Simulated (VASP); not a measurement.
Input of a VASP 6.6.1 run:

POSCAR

```
SnSe
1.0
    0.0000000000      2.8312929131      2.8312929131
    2.8312929131      0.0000000000      2.8312929131
    2.8312929131      2.8312929131      0.0000000000
Sn Se
1 1
Direct
    0.0000000000      0.0000000000      0.0000000000
    0.5000000000      0.5000000000      0.5000000000
```

The input INCAR.step1:

```
ALGO = Normal
EDIFF = 1E-4
ENCUT = 520
GGA = PE
ISMEAR = -1
LASPH = True
LCHARG = False
LREAL = False
LWAVE = True
NBANDS = 17
NELM = 60
PREC = Accurate
SIGMA = 0.02
```

Contents of INCAR.step2:

```
ALGO = Normal
EDIFF = 1E-6
ENCUT = 520
ISIF = 2
ISMEAR = -1
ISTART = 1
LASPH = True
LCHARG = False
LMIXTAU = True
LREAL = False
LWAVE = False
METAGGA = R2SCAN
NBANDS = 17
NELM = 60
PREC = Accurate
SIGMA = 0.02
```

The input KPOINTS:

```
k-points
0
Gamma
  8 8 8
```

Potentials or basis: VASP PAW PBE potentials, release 64 (Sn_d, Se).

The run is started by

```console
$ cat potpaw_PBE.64/Sn_d/POTCAR potpaw_PBE.64/Se/POTCAR > POTCAR
$ cp INCAR.step1 INCAR
$ mpirun -np 1 vasp_std > vasp.out
$ cp INCAR.step2 INCAR
$ mpirun -np 1 vasp_std > vasp.out
```

Q: What does it give for the band gap on the k mesh?

A: 0.70 eV, indirect (least direct gap 0.80 eV).

Q: Estimate the pressure.

A: 14.4 GPa.

Caveat: the cell differs from its parent crystal (strain -5.7%); the PAW data sets were made with another functional, which shifts forces and pressure a little; spin-orbit coupling is left out, which moves the levels of the heavy elements. A k mesh can miss the band edges.
